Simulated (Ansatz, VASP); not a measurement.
## One calculation of Zn, two programs

The input INCAR:

```
SYSTEM = Zn
PREC = Accurate
ENCUT = 520
EDIFF = 1E-8
ISMEAR = -1
SIGMA = 0.03
LREAL = .FALSE.
LASPH = .TRUE.
NELM = 80
ALGO = Normal
ISIF = 2
LWAVE = .FALSE.
LCHARG = .FALSE.
GGA = PE
LEFG = .TRUE.
NBANDS = 19
```

Contents of KPOINTS:

```
regular mesh
0
G
  18 18 8
  0 0 0
```

The input POSCAR:

```
Zn
1.0
    2.6998652069      0.0000000000      0.0000000000
   -1.3499326034      2.3381518559      0.0000000000
    0.0000000000      0.0000000000      5.0117956229
Zn
2
Direct
    0.3333333333      0.6666666667      0.2500000000
    0.6666666667      0.3333333333      0.7500000000
```

Input for Ansatz:

```yaml
crystal:
  lattice:
    - [2.6998652069, 0.0, 0.0]
    - [-1.3499326034, 2.3381518559, 0.0]
    - [0.0, 0.0, 5.0117956229]
  atoms:
    - { symbol: Zn, position: [0.3333333333, 0.6666666667, 0.25] }
    - { symbol: Zn, position: [0.6666666667, 0.3333333333, 0.75] }
kpoints:
  mp_grid: { grid: [18, 18, 8] }
scf:
  occupations: { method: fermi_dirac, width: 0.03 }
hamiltonian:
  xc: pbe
  pseudopotentials: { kind: all_electron, datasets: crystal }
output:
  forces: true
  stress: true
  eigenvalues: true
  efg: { contact_densities: true }
```

Change from the starting cell: volume scaled by 1.04, crystal datasets.

Alike in both runs: task electric field gradients; functional PBE; k mesh 18 × 18 × 8; occupations fermi-dirac, width 0.03 eV; no spin polarisation.

```csv
,VASP,Ansatz
version,VASP 6.6.1,Ansatz 0.2.0
potentials or method,"VASP PAW PBE potentials, release 64 (Zn), cutoff 520 eV","all-electron PAW with datasets made for the crystal, scalar-relativistic"
```

|  | VASP | Ansatz | Ansatz less VASP |
| --- | --- | --- | --- |
| pressure (GPa) | -2.6 | -2.8 | -0.27 |
| traceless stress, the component that is largest in VASP (GPa) | 1.17 | 1.27 | +0.102 |
| size of Vzz on the site where it differs most (V/Å²) | 32.7 | 32.8 | +0.13 |

Ansatz ran all-electron here, and VASP with PAW potentials.
